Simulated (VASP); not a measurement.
# Ga2BAs3 (P6/mmm) in VASP: a series of runs

The runs below take Ga2BAs3 through single point, relaxation of cell and atoms, with PBE.

All numbers are computed with VASP 6.6.1; they aren't measurements. Logs are shortened: lines on timing, memory, paths and dates and some standing lists are left out, and cuts for length are marked.

## Step 1: The cell of the first run

Symmetry: P6/mmm, No. 191, hexagonal system. Conventional cell: a = 4.815 Å, b = 4.815 Å, c = 5.136 Å, α = 90.00°, β = 90.00°, γ = 120.00°. Within 3.4 Å of Ga (site symmetry -6m2) lie 2 As at 2.57 Å and 3 B at 2.78 Å and 3 Ga at 2.78 Å. B (site symmetry 6/mmm) has 2 As at 2.57 Å and 6 Ga at 2.78 Å within 3.4 Å. Within 3.4 Å of As (site symmetry -6m2) lie 2 Ga at 2.57 Å and 6 As at 2.78 Å. As (site symmetry 6/mmm) has 2 B at 2.57 Å and 6 As at 2.78 Å within 3.4 Å.

The cell was built from a structure type or drawn by symmetry, and may not be a known phase.

## Step 2: Single point, PBE

Contents of INCAR:

```
SYSTEM = Ga2BAs3
ALGO = Normal ; EDIFF = 1E-6
ENCUT = 520 ; GGA = PE
ISIF = 2 ; ISMEAR = 0
LASPH = .True. ; LCHARG = .True.
LELF = .True. ; LREAL = .False.
LVHAR = .True. ; LWAVE = .False.
NBANDS = 31 ; NELM = 100
PREC = Accurate ; SIGMA = 0.1
```

Contents of KPOINTS:

```
k-points
0
Gamma
  12 12 8
  0 0 0
```

Contents of POSCAR:

```
Ga2BAs3
1.0
    4.8145158741      0.0000000000      0.0000000000
   -2.4072579370      4.1694930539      0.0000000000
    0.0000000000      0.0000000000      5.1357414598
Ga B As
2 1 3
Direct
    0.3333333333      0.6666666667      0.0000000000
    0.6666666667      0.3333333333      0.0000000000
    0.0000000000      0.0000000000      0.0000000000
    0.3333333333      0.6666666667      0.5000000000
    0.6666666667      0.3333333333      0.5000000000
    0.0000000000      0.0000000000      0.5000000000
```

Potentials or basis: VASP PAW PBE potentials, release 64 (Ga_d, B, As).

Command:

```
> cat potpaw_PBE.64/Ga_d/POTCAR potpaw_PBE.64/B/POTCAR potpaw_PBE.64/As/POTCAR > POTCAR
> mpirun -np 1 vasp_std > vasp.out
```

OUTCAR:

```text
SYSTEM = Ga2BAs3
   EDIFF = 1E-6
   ENCUT = 520
   GGA = PE
   ISIF = 2
   ISMEAR = 0
   LASPH = .True.
   LREAL = .False.
   NELM = 100
   PREC = Accurate

 ion  position               nearest neighbor table
   1  0.333  0.667  0.000-   4 2.57   4 2.57   2 2.78   2 2.78   2 2.78
   2  0.667  0.333  0.000-   5 2.57   5 2.57   1 2.78   1 2.78   1 2.78
   3  0.000  0.000  0.000-
   4  0.333  0.667  0.500-   1 2.57   1 2.57   6 2.78   5 2.78   5 2.78   6 2.78   6 2.78   5 2.78

   5  0.667  0.333  0.500-   2 2.57   2 2.57   6 2.78   4 2.78   4 2.78   6 2.78   6 2.78   4 2.78

   6  0.000  0.000  0.500-   4 2.78   5 2.78   4 2.78   5 2.78   5 2.78   4 2.78

  LATTYP: Found a hexagonal cell.
 ALAT       =     4.8145158741
 C/A-ratio  =     1.0667202257

  Lattice vectors:

 A1 = (   4.8145158741,   0.0000000000,   0.0000000000)
 A2 = (  -2.4072579370,   4.1694930539,   0.0000000000)
 A3 = (   0.0000000000,   0.0000000000,   5.1357414598)

Analysis of symmetry for initial positions (statically):
=====================================================================
 Subroutine PRICEL returns:
 Original cell was already a primitive cell.

 Routine SETGRP: Setting up the symmetry group for a
 hexagonal supercell.

 Subroutine GETGRP returns: Found 24 space group operations
 (whereof 24 operations were pure point group operations)
 out of a pool of 24 trial point group operations.

The static configuration has the point symmetry D_6h.

Analysis of symmetry for dynamics (positions and initial velocities):
=====================================================================
 Subroutine PRICEL returns:
 Original cell was already a primitive cell.

 Routine SETGRP: Setting up the symmetry group for a
 hexagonal supercell.

 Subroutine GETGRP returns: Found 24 space group operations
 (whereof 24 operations were pure point group operations)
 out of a pool of 24 trial point group operations.

The dynamic configuration has the point symmetry D_6h.

 Subroutine INISYM returns: Found 24 space group operations
 (whereof 24 operations are pure point group operations),
 and found     1 'primitive' translations

----------------------------------------------------------------------------------------

                                     Primitive cell

  volume of cell :     103.0953

  direct lattice vectors                    reciprocal lattice vectors
     4.814515874  0.000000000  0.000000000     0.207705204  0.119918655  0.000000000
    -2.407257937  4.169493054  0.000000000     0.000000000  0.239837310  0.000000000
     0.000000000  0.000000000  5.135741460     0.000000000  0.000000000  0.194713852

  length of vectors
     4.814515874  4.814515874  5.135741460     0.239837310  0.239837310  0.194713852

  position of ions in fractional coordinates (direct lattice)
     0.333333333  0.666666667  0.000000000
     0.666666667  0.333333333  0.000000000
     0.000000000  0.000000000  0.000000000
     0.333333333  0.666666667  0.500000000
     0.666666667  0.333333333  0.500000000
     0.000000000  0.000000000  0.500000000

  ion indices of the primitive-cell ions
   primitive index   ion index
                 1           1
                 2           2
                 3           3
                 4           4
                 5           5
                 6           6

----------------------------------------------------------------------------------------

 KPOINTS: k-points

Automatic generation of k-mesh.
 Grid dimensions read from file:
 generate k-points for:   12   12    8

 Generating k-lattice:

  Cartesian coordinates                     Fractional coordinates (reciprocal lattice)
     0.017308767  0.009993221  0.000000000     0.083333333  0.000000000  0.000000000
     0.000000000  0.019986443  0.000000000     0.000000000  0.083333333  0.000000000
     0.000000000  0.000000000  0.024339231     0.000000000  0.000000000  0.125000000

  Length of vectors
     0.019986443  0.019986443  0.024339231

  Shift w.r.t. Gamma in fractional coordinates (k-lattice)
     0.000000000  0.000000000  0.000000000

 Subroutine IBZKPT returns following result:
 ===========================================

 Found     95 irreducible k-points:

 Following reciprocal coordinates:
            Coordinates               Weight
  0.000000  0.000000  0.000000      1.000000
  0.083333 -0.000000  0.000000      6.000000
  0.166667 -0.000000  0.000000      6.000000
  0.250000 -0.000000  0.000000      6.000000
  0.333333  0.000000  0.000000      6.000000
  0.416667 -0.000000  0.000000      6.000000
[... 16 lines left out ...]
  0.250000 -0.000000  0.125000     12.000000
  0.333333  0.000000  0.125000     12.000000
 [... further k-points ...]
   k-points           NKPTS =     95   k-points in BZ     NKDIM =     95   number of bands    NBANDS=     31
   number of dos      NEDOS =    301   number of ions     NIONS =      6
   total plane-waves  NPLWV =  51840
   dimension x,y,z NGX =    36 NGY =   36 NGZ =   40
   dimension x,y,z NGXF=    72 NGYF=   72 NGZF=   80
   ions per type =               2   1   3
   NGX,Y,Z   is equivalent  to a cutoff of  12.43, 12.43, 12.95 a.u.
   NGXF,Y,Z  is equivalent  to a cutoff of  24.86, 24.86, 25.90 a.u.
 SYSTEM =  Ga2BAs3
   PREC   = accura    normal or accurate (medium, high low for compatibility)
   ISTART =      0    job   : 0-new  1-cont  2-samecut
   ICHARG =      2    charge: 1-file 2-atom 10-const
   ISPIN  =      1    spin polarized calculation?
   LNONCOLLINEAR =      F non collinear calculations
   LSORBIT =      F    spin-orbit coupling
   LASPH  =      T    aspherical Exc in radial PAW
   ENCUT  =  520.0 eV  38.22 Ry    6.18 a.u.   8.95  8.95  9.55*2*pi/ulx,y,z
   NELM   =    100;   NELMIN=  2; NELMDL= -5     # of ELM steps
   EDIFF  = 0.1E-05   stopping-criterion for ELM
   LREAL  =      F    real-space projection
   EDIFFG = 0.1E-04   stopping-criterion for IOM
   NSW    =      0    number of steps for IOM
   IBRION =     -1    ionic relax: 0-MD 1-quasi-New 2-CG
   NFREE  =      0    steps in history (QN), initial steepest desc. (CG)
   ISIF   =      2    stress and relaxation
   ISYM   =      2    0-nonsym 1-usesym 2-fastsym
   POTIM  = 0.5000    time-step for ionic-motion
   TEBEG  =    0.0;   TEEND  =   0.0 temperature during run
   PSTRESS=    0.0 pullay stress
   NELECT =      44.0000    total number of electrons
   NUPDOWN=      -1.0000    fix difference up-down
   EMIN   =  10.00;   EMAX   =-10.00  energy-range for DOS
   EFERMI =   0.00;   METHOD = LEGACY
   ISMEAR =     0;   SIGMA  =   0.10  broadening in eV -4-tet -1-fermi 0-gaus
   EFERMI_NEDOS =   21; number of points for ismear=-14 and -15
   IALGO  =     38    algorithm
   IMIX   =      4    mixing-type and parameters
     AMIX     =   0.40;   BMIX     =  1.00
     AMIX_MAG =   1.60;   BMIX_MAG =  1.00
  volume/ion in A,a.u.               =      17.18       115.95
  Fermi-wavevector in a.u.,A,eV,Ry     =   1.232573  2.329226 20.670469  1.519237
  Thomas-Fermi vector in A             =   2.367338
   LORBIT       =      0    0 simple, 1 ext, 2 COOP (PROOUT), +10 PAW based schemes
   GGA     = PE    functional components
   LHFCALC =     F    Hartree Fock is set to
   AEXX    =    0.0000 exact exchange contribution
   IVDW    =     0    specifies the selected vdW correction
   LEPSILON=     F    determine dielectric tensor
   LRPA    =     F    only Hartree local field effects (RPA)
 non-spin polarized calculation
 Gauss-broadening in eV      SIGMA  =   0.10
  energy-cutoff  :      520.00
  volume of cell :      103.10
 maximum number of plane-waves:      2806
 NGX is ok and might be reduce to    36
   NGX = 17   NGY = 17   NGZ = 19

 number of electron      43.9999980 magnetization

 Free energy of the ion-electron system (eV)
  ---------------------------------------------------
  ext. energy  EPLUGINS =         0.00000000
  ---------------------------------------------------
  free energy    TOTEN  =       -23.08076374 eV

  energy without entropy =      -23.06742922  energy(sigma->0) =      -23.07409648

 E-fermi :   5.8845     XC(G=0): -10.8818

 val. band max:        5.8824867582   @ k =   0.3333   0.1667   0.2500
 cond. band min:       5.8904151344   @ k =   0.1667   0.1667   0.5000
 fundamental gap:      0.0079283762
 Fermi energy:         5.8845427771

 k-point     1 :       0.0000    0.0000    0.0000
  band No.  band energies     occupation
      1      -9.2868      2.00000
      2      -8.9398      2.00000
      3      -8.9398      2.00000
      4      -8.9347      2.00000
      5      -8.9347      2.00000
      6      -8.9185      2.00000
[... 23 lines left out ...]
     30      12.0111      0.00000
     31      12.0111      0.00000

 k-point     2 :       0.0833   -0.0000    0.0000
  band No.  band energies     occupation
      1      -9.2693      2.00000
      2      -8.9525      2.00000
      3      -8.9492      2.00000
      4      -8.9355      2.00000
      5      -8.9336      2.00000
      6      -8.9148      2.00000
[... 23 lines left out ...]
     30      12.4054      0.00000
     31      12.5425      0.00000

 k-point     3 :       0.1667   -0.0000    0.0000
  band No.  band energies     occupation
      1      -9.2255      2.00000
      2      -8.9749      2.00000
      3      -8.9678      2.00000
      4      -8.9378      2.00000
      5      -8.9307      2.00000
      6      -8.9152      2.00000
[... 23 lines left out ...]
     30      11.3836      0.00000
     31      12.2315      0.00000

 k-point     4 :       0.2500   -0.0000    0.0000
  band No.  band energies     occupation
      1      -9.1742      2.00000
      2      -8.9981      2.00000
      3      -8.9863      2.00000
      4      -8.9409      2.00000
      5      -8.9265      2.00000
      6      -8.9210      2.00000
[... 635 lines left out ...]
     30      11.6843      0.00000
     31      12.0572      0.00000

 k-point    23 :       0.2500   -0.0000    0.1250
  band No.  band energies     occupation
      1      -9.1539      2.00000
      2      -8.9968      2.00000
      3      -8.9863      2.00000
      4      -8.9417      2.00000
      5      -8.9282      2.00000
      6      -8.9162      2.00000
[... 23 lines left out ...]
     30      11.3900      0.00000
     31      11.8439      0.00000

 k-point    24 :       0.3333    0.0000    0.1250
  band No.  band energies     occupation
      1      -9.1141      2.00000
      2      -9.0177      2.00000
      3      -9.0009      2.00000
      4      -8.9447      2.00000
      5      -8.9275      2.00000
      6      -8.9199      2.00000
[... 23 lines left out ...]
     30      11.5774      0.00000
     31      12.0635      0.00000

 [... further k-points ...]

------------------------ aborting loop because EDIFF is reached ----------------------------------------

  FORCE on cell =-STRESS in cart. coord.  units (eV):
  Direction    XX          YY          ZZ          XY          YZ          ZX
  --------------------------------------------------------------------------------------
  -------------------------------------------------------------------------------------
  Total        0.0977229      0.0977229      0.1511133      0.0000000      0.0000000      0.0000000
  in kB        1.5186859      1.5186859      2.3484116      0.0000000      0.0000000      0.0000000
  external PRESSURE =       1.7952611 kB  Pullay stress =       0.0000000 kB

 VOLUME and BASIS-vectors are now :
 -----------------------------------------------------------------------------
  energy-cutoff  :      520.00
  volume of cell :      103.10
      direct lattice vectors                 reciprocal lattice vectors
     4.814515874  0.000000000  0.000000000     0.207705204  0.119918655  0.000000000
    -2.407257937  4.169493054  0.000000000     0.000000000  0.239837310  0.000000000
     0.000000000  0.000000000  5.135741460     0.000000000  0.000000000  0.194713852

 POSITION                                       TOTAL-FORCE (eV/Angst)
 -----------------------------------------------------------------------------------
     -0.00000      2.77966      0.00000         0.000000     -0.000000      0.000000
      2.40726      1.38983      0.00000        -0.000000      0.000000     -0.000000
      0.00000      0.00000      0.00000        -0.000000      0.000000      0.000000
     -0.00000      2.77966      2.56787        -0.000000      0.000000      0.000000
      2.40726      1.38983      2.56787         0.000000      0.000000      0.000000
      0.00000      0.00000      2.56787        -0.000000      0.000000      0.000000
 -----------------------------------------------------------------------------------
    total drift:                               -0.000000      0.000000      0.000000

  FREE ENERGIE OF THE ION-ELECTRON SYSTEM (eV)
  ---------------------------------------------------
  free  energy   TOTEN  =       -23.0807637423 eV

  energy  without entropy=      -23.0674292215  energy(sigma->0) =      -23.07409648
```

Wall time 12 min (1 thread of Intel Xeon 8259CL, shared host); peak memory 0.41 GiB.

What came out:

- Free energy: -23.0808 eV
- Pressure: 0.2 GPa
- Band gap on the k mesh: zero (bands 22 and 23 overlap by 2.33 eV)

Levels at points of the mesh, in eV from the Fermi level:
```csv
k point,band 18,band 19,band 20,band 21,band 22,band 23,band 24,band 25,band 26,band 27
"(0.00, 0.00, 0.00)",-4.21,-4.21,-1.44,-1.40,-1.24,0.11,0.23,0.23,1.13,1.13
"(0.50, 0.00, 0.00)",-4.16,-2.18,-2.05,-1.56,-0.50,-0.49,1.78,1.85,3.02,3.98
"(0.00, 0.00, 0.50)",-3.88,-3.75,-3.36,-0.85,-0.85,-0.65,-0.30,-0.30,0.20,4.40
"(0.50, 0.00, 0.50)",-2.81,-0.38,-0.28,0.53,0.89,1.70,2.12,2.14,2.93,3.42
```

## Step 3: Relaxation of cell and atoms, PBE

This run uses another cell than the first one, of 17.90 Å³/atom.

Contents of INCAR:

```
PREC = Accurate ; ENCUT = 600
EDIFF = 1E-7 ; ISMEAR = 0
SIGMA = 0.1 ; LREAL = False
LASPH = True ; NELM = 80
ALGO = Normal ; ISIF = 3
LWAVE = False ; LCHARG = False
GGA = PE ; IBRION = 2
NSW = 90 ; EDIFFG = -0.04
```

Contents of KPOINTS:

```
Automatic mesh
0
Gamma
  6 6 4
```

POSCAR, as its differences from that of step 2:

```diff
@@ -2,5 +2,5 @@
 1.0
-    4.8145158741      0.0000000000      0.0000000000
-   -2.4072579370      4.1694930539      0.0000000000
-    0.0000000000      0.0000000000      5.1357414598
+    5.0772526049      0.0000000000      0.0000000000
+   -2.5386263024      4.3970297373      0.0000000000
+    0.0000000000      0.0000000000      4.8102661339
 Ga B As
```

Potentials or basis: VASP PAW PBE potentials, release 64 (Ga_d, B, As).

Command:

```
> cat potpaw_PBE.64/Ga_d/POTCAR potpaw_PBE.64/B/POTCAR potpaw_PBE.64/As/POTCAR > POTCAR
> mpirun -np 1 vasp_std > vasp.out
```

Run time: 21 min. Hardware: 1 thread of Intel Xeon 8259CL, shared host; peak memory 0.31 GiB.

The run converged. Its results:

- Free energy: -23.0099 eV
- Relaxed volume: 17.23 Å³/atom
- Relaxed cell: a = 4.916 Å, b = 4.916 Å, c = 4.940 Å, α = 90.00°, β = 90.00°, γ = 120.00°
- Space group after relaxing (to 0.1 Å): P6/mmm (No. 191)
- Energy gained by relaxing: 41.9 meV/atom
- Ionic steps: 7
- Pressure after relaxing: 0.0 GPa
- Band gap on the k mesh: zero (bands 22 and 23 overlap by 2.61 eV)

Stress tensor (GPa, compression positive):
```
-0.11  0.00  0.00
 0.00 -0.11  0.00
 0.00  0.00  0.27
```

The path:
```csv
step,energy change (eV),largest force (eV/Å),pressure (GPa),volume (Å³)
1,0.0000,0.0000,-1.10,107.39
2,-0.1830,0.0000,-1.35,105.19
3,-0.2364,0.0000,-1.80,105.99
4,-0.2365,0.0000,-1.82,106.03
5,-0.2511,0.0000,0.19,103.11
6,-0.2513,0.0000,-0.03,103.42
7,-0.2514,0.0000,0.01,103.41
```

Final structure:
```
Ga B As
1.0
     4.91643    0.00000    0.00000
    -2.45822    4.25775    0.00000
     0.00000    0.00000    4.93995
Ga B As
2 1 3
Direct
  0.33333 0.66667 0.00000
  0.66667 0.33333 0.00000
  0.00000 0.00000 0.00000
  0.33333 0.66667 0.50000
  0.66667 0.33333 0.50000
  0.00000 0.00000 0.50000
```

Levels at points of the mesh, in eV from the Fermi level:
```csv
k point,band 19,band 20,band 21,band 22,band 23,band 24,band 25,band 26
"(0.00, 0.00, 0.00)",-4.07,-1.93,-1.88,-1.28,0.03,0.48,0.48,1.37
"(0.50, 0.00, 0.00)",-2.56,-1.97,-1.19,-0.81,-0.78,1.55,1.65,2.62
"(0.00, 0.00, 0.50)",-3.57,-3.57,-0.98,-0.98,-0.48,-0.48,0.32,0.84
"(0.50, 0.00, 0.50)",-0.54,-0.42,0.86,1.52,2.05,2.07,2.09,3.19
```
